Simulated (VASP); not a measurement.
# Lu (P6/mmm) in VASP: a series of runs, part 3 of 3

VASP 6.6.1. The steps go on from the part before.

## Step 5: Relaxation of shape and atoms at fixed volume, PBE

This run uses another cell than the first one, of 17.06 Å³/atom.

Input file INCAR:

```
SYSTEM = Lu
ALGO = Normal ; EDIFF = 1E-6
EDIFFG = -0.005 ; ENCUT = 600
GGA = PE ; IBRION = 2
ISIF = 4 ; ISMEAR = -1
LASPH = .TRUE. ; LCHARG = .FALSE.
LREAL = .FALSE. ; LWAVE = .FALSE.
NELM = 80 ; NSW = 50
PREC = Accurate ; SIGMA = 0.08
```

Input file KPOINTS:

```
k-points
0
G
  13 13 12
  0 0 0
```

Input file POSCAR:

```
Lu
1.0
    2.7105451155      0.0000000000      0.0000000000
   -1.3552725578      2.3474009281      0.0000000000
    0.0000000000      0.0000000000      2.6804715521
Lu
1
Direct
    0.0000000000      0.0000000000      0.0000000000
```

Potentials or basis: VASP PAW PBE potentials, release 64 (Lu).

Started as:

```bash
cat potpaw_PBE.64/Lu/POTCAR > POTCAR
mpirun -np 1 vasp_std > vasp.out
```

OUTCAR:

```text
SYSTEM = Lu
   EDIFF = 1E-6
   EDIFFG = -0.005
   ENCUT = 600
   GGA = PE
   IBRION = 2
   ISIF = 4
   ISMEAR = -1
   LASPH = .TRUE.
   LREAL = .FALSE.
   NELM = 80
   NSW = 50
   PREC = Accurate

 ion  position               nearest neighbor table
   1  0.000  0.000  0.000-

  LATTYP: Found a hexagonal cell.
 ALAT       =     2.7105451155
 C/A-ratio  =     0.9889049759

  Lattice vectors:

 A1 = (   2.7105451155,   0.0000000000,   0.0000000000)
 A2 = (  -1.3552725578,   2.3474009281,   0.0000000000)
 A3 = (   0.0000000000,   0.0000000000,   2.6804715521)

Analysis of symmetry for initial positions (statically):
=====================================================================
 Subroutine PRICEL returns:
 Original cell was already a primitive cell.

 Routine SETGRP: Setting up the symmetry group for a
 hexagonal supercell.

 Subroutine GETGRP returns: Found 24 space group operations
 (whereof 24 operations were pure point group operations)
 out of a pool of 24 trial point group operations.

The static configuration has the point symmetry D_6h.

Analysis of symmetry for dynamics (positions and initial velocities):
=====================================================================
 Subroutine PRICEL returns:
 Original cell was already a primitive cell.

 Routine SETGRP: Setting up the symmetry group for a
 hexagonal supercell.

 Subroutine GETGRP returns: Found 24 space group operations
 (whereof 24 operations were pure point group operations)
 out of a pool of 24 trial point group operations.

The dynamic configuration has the point symmetry D_6h.

 Subroutine INISYM returns: Found 24 space group operations
 (whereof 24 operations are pure point group operations),
 and found     1 'primitive' translations

----------------------------------------------------------------------------------------

                                     Primitive cell

  volume of cell :      17.0551

  direct lattice vectors                    reciprocal lattice vectors
     2.710545115  0.000000000  0.000000000     0.368929480  0.213001535  0.000000000
    -1.355272558  2.347400928  0.000000000     0.000000000  0.426003069  0.000000000
     0.000000000  0.000000000  2.680471552     0.000000000  0.000000000  0.373068686

  length of vectors
     2.710545115  2.710545116  2.680471552     0.426003069  0.426003069  0.373068686

  position of ions in fractional coordinates (direct lattice)
     0.000000000  0.000000000  0.000000000

  ion indices of the primitive-cell ions
   primitive index   ion index
                 1           1

----------------------------------------------------------------------------------------

 KPOINTS: k-points

Automatic generation of k-mesh.
 Grid dimensions read from file:
 generate k-points for:   13   13   12

 Generating k-lattice:

  Cartesian coordinates                     Fractional coordinates (reciprocal lattice)
[... 22 lines left out ...]
  0.384615 -0.000000  0.000000      6.000000
[... 16 lines left out ...]
  0.076923 -0.000000  0.083333     12.000000
  0.153846 -0.000000  0.083333     12.000000
 [... further k-points ...]
   k-points           NKPTS =    147   k-points in BZ     NKDIM =    147   number of bands    NBANDS=     16
   number of dos      NEDOS =    301   number of ions     NIONS =      1
   total plane-waves  NPLWV =  13824
   dimension x,y,z NGX =    24 NGY =   24 NGZ =   24
   dimension x,y,z NGXF=    48 NGYF=   48 NGZF=   48
   ions per type =               1
   NGX,Y,Z   is equivalent  to a cutoff of  14.72, 14.72, 14.89 a.u.
   NGXF,Y,Z  is equivalent  to a cutoff of  29.44, 29.44, 29.77 a.u.
 SYSTEM =  Lu
   PREC   = accura    normal or accurate (medium, high low for compatibility)
   ISTART =      0    job   : 0-new  1-cont  2-samecut
   ICHARG =      2    charge: 1-file 2-atom 10-const
   ISPIN  =      1    spin polarized calculation?
   LNONCOLLINEAR =      F non collinear calculations
   LSORBIT =      F    spin-orbit coupling
   LASPH  =      T    aspherical Exc in radial PAW
   ENCUT  =  600.0 eV  44.10 Ry    6.64 a.u.   5.41  5.41  5.35*2*pi/ulx,y,z
   NELM   =     80;   NELMIN=  2; NELMDL= -5     # of ELM steps
   EDIFF  = 0.1E-05   stopping-criterion for ELM
   LREAL  =      F    real-space projection
   EDIFFG = -.5E-02   stopping-criterion for IOM
   NSW    =     50    number of steps for IOM
   IBRION =      2    ionic relax: 0-MD 1-quasi-New 2-CG
   NFREE  =      1    steps in history (QN), initial steepest desc. (CG)
   ISIF   =      4    stress and relaxation
   ISYM   =      2    0-nonsym 1-usesym 2-fastsym
   POTIM  = 0.5000    time-step for ionic-motion
   TEBEG  =    0.0;   TEEND  =   0.0 temperature during run
   PSTRESS=    0.0 pullay stress
   NELECT =      25.0000    total number of electrons
   NUPDOWN=      -1.0000    fix difference up-down
   EMIN   =  10.00;   EMAX   =-10.00  energy-range for DOS
   EFERMI =   0.00;   METHOD = LEGACY
   ISMEAR =    -1;   SIGMA  =   0.08  broadening in eV -4-tet -1-fermi 0-gaus
   EFERMI_NEDOS =   21; number of points for ismear=-14 and -15
   IALGO  =     38    algorithm
   IMIX   =      4    mixing-type and parameters
     AMIX     =   0.40;   BMIX     =  1.00
     AMIX_MAG =   1.60;   BMIX_MAG =  1.00
  volume/ion in A,a.u.               =      17.06       115.09
  Fermi-wavevector in a.u.,A,eV,Ry     =   1.859672  3.514271 47.054140  3.458382
  Thomas-Fermi vector in A             =   2.907851
   LORBIT       =      0    0 simple, 1 ext, 2 COOP (PROOUT), +10 PAW based schemes
   GGA     = PE    functional components
   LHFCALC =     F    Hartree Fock is set to
   AEXX    =    0.0000 exact exchange contribution
   IVDW    =     0    specifies the selected vdW correction
   LEPSILON=     F    determine dielectric tensor
   LRPA    =     F    only Hartree local field effects (RPA)
 conjugate gradient relaxation of ions
 non-spin polarized calculation
  energy-cutoff  :      600.00
  volume of cell :       17.06
 maximum number of plane-waves:       593
 NGX is ok and might be reduce to    24
   NGX = 11   NGY = 11   NGZ = 11

--------------------------------------- Ionic step        1  -------------------------------------------

 number of electron      24.9999992 magnetization

 Free energy of the ion-electron system (eV)
  ---------------------------------------------------
  ext. energy  EPLUGINS =         0.00000000
  ---------------------------------------------------
  free energy    TOTEN  =        -2.39583894 eV

  energy without entropy =       -2.36667657  energy(sigma->0) =       -2.38125776

------------------------ aborting loop because EDIFF is reached ----------------------------------------

  FORCE on cell =-STRESS in cart. coord.  units (eV):
  Direction    XX          YY          ZZ          XY          YZ          ZX
  --------------------------------------------------------------------------------------
  -------------------------------------------------------------------------------------
  Total        6.9461644      6.9461644      5.4907392     -0.0000000      0.0000000      0.0000000
  in kB      652.5300632    652.5300632    515.8058698     -0.0000000      0.0000000      0.0000000
  external PRESSURE =     606.9553321 kB  Pullay stress =       0.0000000 kB
[... 57 lines left out ...]
--------------------------------------- Ionic step        3  -------------------------------------------

 number of electron      25.0000000 magnetization

 Free energy of the ion-electron system (eV)
  ---------------------------------------------------
  ext. energy  EPLUGINS =         0.00000000
  ---------------------------------------------------
  free energy    TOTEN  =        -2.41353412 eV

  energy without entropy =       -2.38390789  energy(sigma->0) =       -2.39872101

 E-fermi :   4.4901     XC(G=0): -13.5635

 val. band max:        4.4838361090   @ k =   0.2308   0.2308   0.1667
 cond. band min:       4.5000373640   @ k =   0.3077   0.2308   0.5000
 fundamental gap:      0.0162012550
 Fermi energy:         4.4901057029

 k-point     1 :       0.0000    0.0000    0.0000
  band No.  band energies     occupation
      1     -51.4082      2.00000
      2     -20.7977      2.00000
      3     -20.6941      2.00000
      4     -20.6941      2.00000
      5      -2.2322      2.00000
      6      -0.4627      2.00000
[... 433 lines left out ...]
      3     -20.9429      2.00000
      4     -20.8240      2.00000
      5      -0.8073      2.00000
      6      -0.4100      2.00000
[... 8 lines left out ...]
     15       8.6785      0.00000
     16      12.8956      0.00000

 [... further k-points ...]

------------------------ aborting loop because EDIFF is reached ----------------------------------------

  FORCE on cell =-STRESS in cart. coord.  units (eV):
  Direction    XX          YY          ZZ          XY          YZ          ZX
  --------------------------------------------------------------------------------------
  -------------------------------------------------------------------------------------
  Total        6.4144494      6.4144494      6.4174070     -0.0000000     -0.0000000      0.0000000
  in kB      602.5801941    602.5801941    602.8580311     -0.0000000     -0.0000000      0.0000000
  external PRESSURE =     602.6728064 kB  Pullay stress =       0.0000000 kB
[... 16 lines left out ...]
  FREE ENERGIE OF THE ION-ELECTRON SYSTEM (eV)
  ---------------------------------------------------
  free  energy   TOTEN  =        -2.4135341203 eV

  energy  without entropy=       -2.3839078929  energy(sigma->0) =       -2.39872101

 reached required accuracy - stopping structural energy minimisation
```

OSZICAR:

```text
N       E                     dE             d eps       ncg     rms          rms(c)
DAV:   1     0.653697800035E+02    0.65370E+02   -0.11333E+04  5840   0.585E+03
[... 24 lines left out ...]
DAV:   2    -0.254687524091E+01    0.51985E+00   -0.82774E-01  6464   0.208E+01    0.209E+00
DAV:   3    -0.241020069457E+01    0.13667E+00   -0.38237E-01  6032   0.190E+01    0.427E-01
DAV:   4    -0.241344137604E+01   -0.32407E-02   -0.43855E-02  5720   0.318E+00    0.234E-01
DAV:   5    -0.241355218942E+01   -0.11081E-03   -0.19689E-03  6800   0.891E-01    0.454E-02
DAV:   6    -0.241354140465E+01    0.10785E-04   -0.32531E-04  6680   0.499E-01    0.222E-02
DAV:   7    -0.241353398752E+01    0.74171E-05   -0.50306E-05  6800   0.241E-01    0.240E-03
DAV:   8    -0.241353412026E+01   -0.13274E-06   -0.26831E-06  4384   0.250E-02
   3 F= -.24135341E+01 E0= -.23987210E+01  d E =-.176952E-01
```

CONTCAR:

```text
Lu
   1.00000000000000
     2.7438994568983381   -0.0000000000100490    0.0000000000000000
    -1.3719497285084870    2.3762866350728160   -0.0000000000000000
     0.0000000000000000    0.0000000000000000    2.6157009823371502
  Lu
     1
Direct
     0.0000000000000000    1.0000000000000000    0.0000000000000000

  0.00000000E+00  0.00000000E+00  0.00000000E+00
```

It took 47 s on 1 thread of Intel Xeon 6975P-C (Granite Rapids), shared host; peak memory 0.19 GiB.

Results:

```yaml
Free_energy: -2.4135 eV
Energy_gained_by_relaxing: 17.7 meV/atom
Ionic_steps: 3
Pressure_after_relaxing: 60.3 GPa
Band_gap_on_the_k_mesh: zero (an odd number of electrons rules out a gap without spin polarisation)
```

The path:
```tsv
step	energy change (eV)	largest force (eV/Å)	pressure (GPa)	volume (Å³)
1	0.0000	0.0000	60.70	17.06
2	-0.0021	0.0000	60.24	17.06
3	-0.0177	0.0000	60.27	17.06
```

Final structure:
```yaml
crystal:
  lattice:
    - [2.74390, 0.00000, 0.00000]
    - [-1.37195, 2.37629, 0.00000]
    - [0.00000, 0.00000, 2.61570]
  atoms:
    - { symbol: Lu, position: [0.00000, 0.00000, 0.00000] }
```

Levels at points of the mesh, in eV from the Fermi level:
| k point | band 10 | band 11 | band 12 | band 13 | band 14 | band 15 | band 16 |
| --- | --- | --- | --- | --- | --- | --- | --- |
| (0.00, 0.00, 0.00) | -4.59 | -4.59 | -4.39 | -1.47 | 2.85 | 2.85 | 11.29 |
| (0.00, 0.00, 0.50) | -4.43 | -4.38 | -2.52 | 1.60 | 4.21 | 4.21 | 5.83 |

Caveat: spin-orbit coupling is left out, which moves the levels of the heavy elements.

## Step 6: The runs side by side

| task | cell | cutoff (eV) | gap on the mesh (eV) | pressure (GPa) |
| --- | --- | --- | --- | --- |
| single point | a = 3.308, b = 3.308, c = 3.272 Å, angles 90.0, 90.0, 120.0°, 1 atom | 520 | none | -0.1 |
| relaxation of shape and atoms at fixed volume | relaxed from a = 2.438, b = 2.438, c = 2.411 Å, angles 90.0, 90.0, 120.0°, 1 atom | 600 | none | 184.0 |
| relaxation of shape and atoms at fixed volume | relaxed from a = 2.535, b = 2.535, c = 2.507 Å, angles 90.0, 90.0, 120.0°, 1 atom | 600 | none | 123.2 |
| relaxation of shape and atoms at fixed volume | relaxed from a = 2.711, b = 2.711, c = 2.680 Å, angles 90.0, 90.0, 120.0°, 1 atom | 600 | none | 60.3 |

Alike in all rows: level PBE; potentials or basis VASP PAW PBE potentials, release 64 (Lu); no spin polarisation; k mesh 13 × 13 × 12; smearing fermi-dirac 0.08 eV.

Caveats: spin-orbit coupling is left out, which moves the levels of the heavy elements.

Total energies depend on the potentials used, so only differences within one code and one set of settings carry meaning.
